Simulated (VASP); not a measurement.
# Nb2SiO3 (P4mm) in VASP: relaxation of cell and atoms with PBE

Aim: the relaxation of cell and atoms of Nb2SiO3 with PBE.

All numbers are computed with VASP 6.6.1; they aren't measurements. Logs are shortened: lines on timing, memory, paths and dates and some standing lists are left out, and cuts for length are marked.

**1. The cell of the first run**

Symmetry: P4mm, No. 99, tetragonal system. The conventional cell has a = 3.658 Å, b = 3.658 Å, c = 5.993 Å, α = 90.00°, β = 90.00°, γ = 90.00°. Within 3.3 Å of Nb (site symmetry 2mm) lie 3 O at 2.44 to 3.20 Å and 4 Nb at 2.59 Å and 2 Si at 2.75 Å. Si (site symmetry 4mm) has 5 O at 1.31 to 1.87 Å within 1.9 Å. O (site symmetry 2mm) has 2 Si at 1.87 Å and 6 O at 2.05 to 2.59 Å and 1 Nb at 2.44 Å within 2.6 Å. O (site symmetry 4mm) has 1 Si at 1.31 Å within 1.8 Å.

The cell was built from a structure type or drawn by symmetry, and may not be a known phase.

**2. Relaxation of cell and atoms, PBE**

INCAR

```
SYSTEM = Nb2SiO3
PREC = Accurate
ENCUT = 600
EDIFF = 1E-7
ISMEAR = 0
SIGMA = 0.15
LREAL = .FALSE.
LASPH = .TRUE.
NELM = 120
ALGO = Normal
ISIF = 3
LWAVE = .FALSE.
LCHARG = .FALSE.
GGA = PE
IBRION = 2
NSW = 36
EDIFFG = -0.08
GGA_COMPAT = .FALSE.
NELMIN = 4
```

KPOINTS

```
regular mesh
0
G
  3 3 2
  0 0 0
```

POSCAR

```
Nb2SiO3
1.0
    3.6577927400      0.0000000000      0.0000000000
    0.0000000000      3.6577927400      0.0000000000
    0.0000000000      0.0000000000      5.9925644300
Nb Si O
2 1 3
Direct
    0.5000000000      0.0000000000      0.8040276900
    0.0000000000      0.5000000000      0.8040276900
    0.0000000000      0.0000000000      0.1469519300
    0.5000000000      0.0000000000      0.2108018700
    0.0000000000      0.5000000000      0.2108018700
    0.0000000000      0.0000000000      0.3651941900
```

Potentials or basis: VASP PAW PBE potentials, release 64 (Nb_sv, Si, O).

The run is started by

```console
$ cat potpaw_PBE.64/Nb_sv/POTCAR potpaw_PBE.64/Si/POTCAR potpaw_PBE.64/O/POTCAR > POTCAR
$ mpirun -np 1 vasp_std > vasp.out
```

OUTCAR:

```text
SYSTEM = Nb2SiO3
   PREC = Accurate
   ENCUT = 600
   EDIFF = 1E-7
   ISMEAR = 0
   LREAL = .FALSE.
   LASPH = .TRUE.
   NELM = 120
   ISIF = 3
   GGA = PE
   IBRION = 2
   NSW = 36
   EDIFFG = -0.08
   NELMIN = 4

 ion  position               nearest neighbor table
   1  0.500  0.000  0.804-   4 2.44   2 2.59   2 2.59   2 2.59   2 2.59   3 2.75   3 2.75
   2  0.000  0.500  0.804-   5 2.44   1 2.59   1 2.59   1 2.59   1 2.59   3 2.75   3 2.75
   3  0.000  0.000  0.147-   6 1.31   5 1.87   4 1.87   5 1.87   4 1.87   2 2.75   2 2.75   1 2.75
                             1 2.75
   4  0.500  0.000  0.211-   3 1.87   3 1.87   1 2.44
   5  0.000  0.500  0.211-   3 1.87   3 1.87   2 2.44
   6  0.000  0.000  0.365-   3 1.31

  LATTYP: Found a simple tetragonal cell.
 ALAT       =     3.6577927400
 C/A-ratio  =     1.6383007065

  Lattice vectors:

 A1 = (   3.6577927400,   0.0000000000,   0.0000000000)
 A2 = (   0.0000000000,   3.6577927400,   0.0000000000)
 A3 = (   0.0000000000,   0.0000000000,   5.9925644300)

Analysis of symmetry for initial positions (statically):
=====================================================================
 Subroutine PRICEL returns:
 Original cell was already a primitive cell.

 Routine SETGRP: Setting up the symmetry group for a
 simple tetragonal supercell.

 Subroutine GETGRP returns: Found  8 space group operations
 (whereof  8 operations were pure point group operations)
 out of a pool of 16 trial point group operations.

The static configuration has the point symmetry C_4v.

Analysis of symmetry for dynamics (positions and initial velocities):
=====================================================================
 Subroutine PRICEL returns:
 Original cell was already a primitive cell.

 Routine SETGRP: Setting up the symmetry group for a
 simple tetragonal supercell.

 Subroutine GETGRP returns: Found  8 space group operations
 (whereof  8 operations were pure point group operations)
 out of a pool of 16 trial point group operations.

The dynamic configuration has the point symmetry C_4v.

 Subroutine INISYM returns: Found  8 space group operations
 (whereof  8 operations are pure point group operations),
 and found     1 'primitive' translations

----------------------------------------------------------------------------------------

                                     Primitive cell

  volume of cell :      80.1772

  direct lattice vectors                    reciprocal lattice vectors
     3.657792740  0.000000000  0.000000000     0.273388918  0.000000000  0.000000000
     0.000000000  3.657792740  0.000000000     0.000000000  0.273388918  0.000000000
     0.000000000  0.000000000  5.992564430     0.000000000  0.000000000  0.166873467

  length of vectors
     3.657792740  3.657792740  5.992564430     0.273388918  0.273388918  0.166873467

  position of ions in fractional coordinates (direct lattice)
     0.500000000  0.000000000  0.804027690
     0.000000000  0.500000000  0.804027690
     0.000000000  0.000000000  0.146951930
     0.500000000  0.000000000  0.210801870
     0.000000000  0.500000000  0.210801870
     0.000000000  0.000000000  0.365194190

  ion indices of the primitive-cell ions
   primitive index   ion index
                 1           1
                 2           2
                 3           3
                 4           4
                 5           5
                 6           6

----------------------------------------------------------------------------------------

 KPOINTS: regular mesh

Automatic generation of k-mesh.
 Grid dimensions read from file:
 generate k-points for:    3    3    2

 Generating k-lattice:

  Cartesian coordinates                     Fractional coordinates (reciprocal lattice)
     0.091129639  0.000000000  0.000000000     0.333333333  0.000000000  0.000000000
     0.000000000  0.091129639  0.000000000     0.000000000  0.333333333  0.000000000
     0.000000000  0.000000000  0.083436733     0.000000000  0.000000000  0.500000000

  Length of vectors
     0.091129639  0.091129639  0.083436733

  Shift w.r.t. Gamma in fractional coordinates (k-lattice)
     0.000000000  0.000000000  0.000000000

 Subroutine IBZKPT returns following result:
 ===========================================

 Found      6 irreducible k-points:

 Following reciprocal coordinates:
            Coordinates               Weight
  0.000000  0.000000  0.000000      1.000000
  0.333333  0.000000  0.000000      4.000000
  0.333333  0.333333  0.000000      4.000000
  0.000000  0.000000  0.500000      1.000000
  0.333333  0.000000  0.500000      4.000000
  0.333333  0.333333  0.500000      4.000000
   k-points           NKPTS =      6   k-points in BZ     NKDIM =      6   number of bands    NBANDS=     28
   number of dos      NEDOS =    301   number of ions     NIONS =      6
   total plane-waves  NPLWV =  43200
   dimension x,y,z NGX =    30 NGY =   30 NGZ =   48
   dimension x,y,z NGXF=    60 NGYF=   60 NGZF=   96
   ions per type =               2   1   3
   NGX,Y,Z   is equivalent  to a cutoff of  13.63, 13.63, 13.32 a.u.
   NGXF,Y,Z  is equivalent  to a cutoff of  27.27, 27.27, 26.63 a.u.
 SYSTEM =  Nb2SiO3
   PREC   = accura    normal or accurate (medium, high low for compatibility)
   ISTART =      0    job   : 0-new  1-cont  2-samecut
   ICHARG =      2    charge: 1-file 2-atom 10-const
   ISPIN  =      1    spin polarized calculation?
   LNONCOLLINEAR =      F non collinear calculations
   LSORBIT =      F    spin-orbit coupling
   LASPH  =      T    aspherical Exc in radial PAW
   ENCUT  =  600.0 eV  44.10 Ry    6.64 a.u.   7.31  7.31 11.97*2*pi/ulx,y,z
   NELM   =    120;   NELMIN=  4; NELMDL= -5     # of ELM steps
   EDIFF  = 0.1E-06   stopping-criterion for ELM
   LREAL  =      F    real-space projection
   EDIFFG = -.8E-01   stopping-criterion for IOM
   NSW    =     36    number of steps for IOM
   IBRION =      2    ionic relax: 0-MD 1-quasi-New 2-CG
   NFREE  =      1    steps in history (QN), initial steepest desc. (CG)
   ISIF   =      3    stress and relaxation
   ISYM   =      2    0-nonsym 1-usesym 2-fastsym
   POTIM  = 0.5000    time-step for ionic-motion
   TEBEG  =    0.0;   TEEND  =   0.0 temperature during run
   PSTRESS=    0.0 pullay stress
   NELECT =      48.0000    total number of electrons
   NUPDOWN=      -1.0000    fix difference up-down
   EMIN   =  10.00;   EMAX   =-10.00  energy-range for DOS
   EFERMI =   0.00;   METHOD = LEGACY
   ISMEAR =     0;   SIGMA  =   0.15  broadening in eV -4-tet -1-fermi 0-gaus
   EFERMI_NEDOS =   21; number of points for ismear=-14 and -15
   IALGO  =     38    algorithm
   IMIX   =      4    mixing-type and parameters
     AMIX     =   0.40;   BMIX     =  1.00
     AMIX_MAG =   1.60;   BMIX_MAG =  1.00
  volume/ion in A,a.u.               =      13.36        90.18
  Fermi-wavevector in a.u.,A,eV,Ry     =   1.379764  2.607377 25.902090  1.903750
  Thomas-Fermi vector in A             =   2.504704
   LORBIT       =      0    0 simple, 1 ext, 2 COOP (PROOUT), +10 PAW based schemes
   GGA     = PE    functional components
   LHFCALC =     F    Hartree Fock is set to
   AEXX    =    0.0000 exact exchange contribution
   IVDW    =     0    specifies the selected vdW correction
   LEPSILON=     F    determine dielectric tensor
   LRPA    =     F    only Hartree local field effects (RPA)
 conjugate gradient relaxation of ions
 non-spin polarized calculation
 Gauss-broadening in eV      SIGMA  =   0.15
  energy-cutoff  :      600.00
  volume of cell :       80.18
 maximum number of plane-waves:      2712
 NGX is ok and might be reduce to    30
   NGX = 15   NGY = 15   NGZ = 23

--------------------------------------- Ionic step        1  -------------------------------------------

 number of electron      47.9999984 magnetization

 Free energy of the ion-electron system (eV)
  ---------------------------------------------------
  ext. energy  EPLUGINS =         0.00000000
  ---------------------------------------------------
  free energy    TOTEN  =       -37.65040896 eV

  energy without entropy =      -37.58376431  energy(sigma->0) =      -37.61708663

------------------------ aborting loop because EDIFF is reached ----------------------------------------

  FORCE on cell =-STRESS in cart. coord.  units (eV):
  Direction    XX          YY          ZZ          XY          YZ          ZX
  --------------------------------------------------------------------------------------
  -------------------------------------------------------------------------------------
  Total       10.9907832     10.9907832     23.8779379      0.0000000      0.0000000      0.0000000
  in kB      219.6283121    219.6283121    477.1517295      0.0000000      0.0000000      0.0000000
  external PRESSURE =     305.4694513 kB  Pullay stress =       0.0000000 kB
[... 101 lines left out ...]
  FREE ENERGIE OF THE ION-ELECTRON SYSTEM (eV)
  ---------------------------------------------------
  free  energy   TOTEN  =       -39.0438685840 eV

  energy  without entropy=      -38.9197032808  energy(sigma->0) =      -38.98178593

 E-fermi :   3.2222     XC(G=0):  -9.3707

 val. band max:        3.2131970072   @ k =   0.3333   0.3333   0.5000
 cond. band min:       3.2385815364   @ k =   0.3333   0.3333   0.0000
 fundamental gap:      0.0253845291
 Fermi energy:         3.2222029785

 k-point     1 :       0.0000    0.0000    0.0000
  band No.  band energies     occupation
      1     -51.8035      2.00000
      2     -51.5135      2.00000
      3     -28.2597      2.00000
      4     -28.2597      2.00000
      5     -28.0049      2.00000
      6     -27.6987      2.00000
[... 175 lines left out ...]
     27       4.8439      0.00000
     28       5.4354      0.00000

 E-fermi :  10.1173     XC(G=0): -11.7632

 val. band max:       10.0214112822   @ k =   0.3333   0.0000   0.0000
 cond. band min:      10.1494146227   @ k =   0.3333   0.3333   0.5000
 fundamental gap:      0.1280033405
 Fermi energy:        10.1172543055

 k-point     1 :       0.0000    0.0000    0.0000
  band No.  band energies     occupation
      1     -45.4991      2.00000
      2     -44.9105      2.00000
      3     -22.1427      2.00000
      4     -22.1427      2.00000
      5     -21.9999      2.00000
      6     -21.3944      2.00000
[... 175 lines left out ...]
     27      12.5705      0.00000
     28      12.8724      0.00000

[... ionic steps 4 to 20 ...]

--------------------------------------- Ionic step       21  -------------------------------------------

 number of electron      48.0000002 magnetization

------------------------ aborting loop because EDIFF is reached ----------------------------------------

  FORCE on cell =-STRESS in cart. coord.  units (eV):
  Direction    XX          YY          ZZ          XY          YZ          ZX
  --------------------------------------------------------------------------------------
  -------------------------------------------------------------------------------------
  Total        0.0320083      0.0320083     -0.1295683      0.0000000      0.0000000      0.0000000
  in kB        0.6915556      0.6915556     -2.7993923      0.0000000      0.0000000      0.0000000
  external PRESSURE =      -0.4720937 kB  Pullay stress =       0.0000000 kB
[... 65 lines left out ...]
  energy  without entropy=      -48.9432938562  energy(sigma->0) =      -48.96729002

--------------------------------------- Ionic step       23  -------------------------------------------

 number of electron      48.0000003 magnetization

 Free energy of the ion-electron system (eV)
  ---------------------------------------------------
  ext. energy  EPLUGINS =         0.00000000
  ---------------------------------------------------
  free energy    TOTEN  =       -48.99219956 eV

  energy without entropy =      -48.94558805  energy(sigma->0) =      -48.96889380

 E-fermi :   9.5085     XC(G=0): -11.5498

 val. band max:        9.4588303364   @ k =   0.3333   0.0000   0.0000
 cond. band min:       9.5184960269   @ k =   0.3333   0.3333   0.5000
 fundamental gap:      0.0596656905
 Fermi energy:         9.5085149232

 k-point     1 :       0.0000    0.0000    0.0000
  band No.  band energies     occupation
      1     -46.1521      2.00000
      2     -45.6859      2.00000
      3     -22.6794      2.00000
      4     -22.6794      2.00000
      5     -22.6257      2.00000
      6     -22.1425      2.00000
[... 208 lines left out ...]
  FREE ENERGIE OF THE ION-ELECTRON SYSTEM (eV)
  ---------------------------------------------------
  free  energy   TOTEN  =       -48.9921995619 eV

  energy  without entropy=      -48.9455880465  energy(sigma->0) =      -48.96889380

 reached required accuracy - stopping structural energy minimisation
```

It took 13 min on 1 thread of Intel Xeon 8259CL, shared host; peak memory 0.22 GiB.

What came out:

| Quantity | Value |
| --- | --- |
| Free energy | -48.9922 eV |
| Relaxed volume | 12.35 Å³/atom |
| Relaxed cell | a = 3.754 Å, b = 3.754 Å, c = 5.259 Å, α = 90.00°, β = 90.00°, γ = 90.00° |
| Space group after relaxing (to 0.1 Å) | P4mm (No. 99) |
| Energy gained by relaxing | 1890.3 meV/atom |
| Ionic steps | 23 |
| Pressure after relaxing | -0.1 GPa |
| Largest force after relaxing | 0.040 eV/Å |
| Band gap on the k mesh | zero (bands 24 and 25 overlap by 0.68 eV) |

Forces on the atoms (eV/Å):
```
Nb   0.000  0.000 -0.015
Nb   0.000  0.000 -0.015
Si   0.000  0.000 -0.017
O    0.000  0.000  0.004
O    0.000  0.000  0.004
O    0.000  0.000  0.040
```

Step by step:
| step | energy change (eV) | largest force (eV/Å) | pressure (GPa) | volume (Å³) |
| --- | --- | --- | --- | --- |
| 1 | 0.0000 | 31.0614 | 30.55 | 80.18 |
| 2 | -0.8375 | 10.7678 | -3.19 | 113.21 |
| 3 | -1.3935 | 10.5954 | -5.38 | 110.09 |
| 4 | -1.7924 | 10.4451 | -7.02 | 107.60 |
| 5 | -3.4749 | 8.3390 | -12.50 | 93.26 |
| 6 | -4.0307 | 7.9409 | -9.49 | 86.57 |
| 7 | -4.3009 | 7.6482 | -3.88 | 83.34 |
| 8 | -4.2959 | 6.0821 | 1.10 | 81.75 |
| 9 | -4.3263 | 7.2543 | -2.20 | 82.72 |
| 10 | -9.5035 | 4.1615 | -9.94 | 83.16 |
| 11 | -10.2489 | 3.1662 | -3.59 | 83.07 |
| 12 | -10.2531 | 2.9056 | -4.42 | 83.08 |
| 13 | -11.1234 | 1.1206 | -7.57 | 79.22 |
| 14 | -11.1965 | 1.5521 | -6.88 | 77.80 |
| 15 | -11.2125 | 1.0798 | 8.80 | 71.03 |
| 16 | -11.3109 | 0.8973 | 0.42 | 74.15 |
| 17 | -11.3350 | 0.1551 | -0.89 | 74.45 |
| 18 | -11.3350 | 0.1551 | -0.89 | 74.45 |
| 19 | -11.3384 | 0.1588 | 0.87 | 73.88 |
| 20 | -11.3390 | 0.0900 | 0.38 | 74.03 |
| 21 | -11.3407 | 0.0901 | -0.05 | 74.16 |
| 22 | -11.3409 | 0.1305 | -0.25 | 74.21 |
| 23 | -11.3418 | 0.0397 | -0.12 | 74.10 |

Final structure:
```
Nb Si O
1.0
     3.75370    0.00000    0.00000
     0.00000    3.75370    0.00000
     0.00000    0.00000    5.25873
Nb Si O
2 1 3
Cartesian
  1.8769 0.0000 4.0333
  0.0000 1.8769 4.0333
  0.0000 3.7537 0.9494
  1.8769 0.0000 0.8242
  0.0000 1.8769 0.8242
  0.0000 0.0000 2.7023
```

Levels at points of the mesh, in eV from the Fermi level:
```
           k point  band 20  band 21  band 22  band 23  band 24  band 25  band 26  band 27  band 28
(0.00, 0.00, 0.00)    -4.37    -3.67    -3.67    -3.60     0.46     0.47     0.47     2.67     3.04
(0.00, 0.00, 0.50)    -3.74    -3.74    -3.59    -3.14    -0.28     0.08     0.08     2.71     2.87
```

Caveat: the k points lie up to 0.60 Å⁻¹ apart in the final cell, too coarse for converged energies and pressures of a metal; the relaxation stopped at a loose force limit of 0.08 eV/Å, so its end isn't a converged minimum.
